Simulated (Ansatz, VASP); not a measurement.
# Two plane-wave programs on MgF2

```
CELL_PARAMETERS angstrom
4.62232 0.00000 0.00000
0.00000 4.62232 0.00000
0.00000 0.00000 3.04588
ATOMIC_POSITIONS crystal
Mg 0.00000 0.00000 0.00000
Mg 0.50000 0.50000 0.50000
F 0.30289 0.30289 0.00000
F 0.69711 0.69711 0.00000
F 0.80289 0.19711 0.50000
F 0.19711 0.80289 0.50000
```

Alike in both runs: functional r2SCAN; k mesh 7 × 7 × 10; occupations fermi-dirac, width 0.1 eV; no spin polarisation.

Ansatz relaxed the structure, and its values are those at the end. VASP's run is a single point on that final structure, the one shown.

```csv
,VASP,Ansatz
version,VASP 6.6.1,Ansatz 0.2.0
potentials or method,"VASP PAW PBE potentials, release 64 (Mg, F)","PAW with Ansatz's default frozen-core files, scalar-relativistic"
plane-wave cutoff (eV),660,500
valence electrons in the cell,32,48
```

|  | VASP | Ansatz | Ansatz less VASP |
| --- | --- | --- | --- |
| pressure (GPa) | -1.5 | 0.0 | +1.46 |
| rms of the force components (eV/Å) | 0.005 | 0.002 | -0.0032 |

VASP's potentials were made for PBE, not for r2SCAN. The functional is the same, so the differences come from potentials, cutoffs and numerics. VASP's potentials hold 32 valence electrons a cell and Ansatz's 48, so a difference there can come from the potentials and not from the codes.
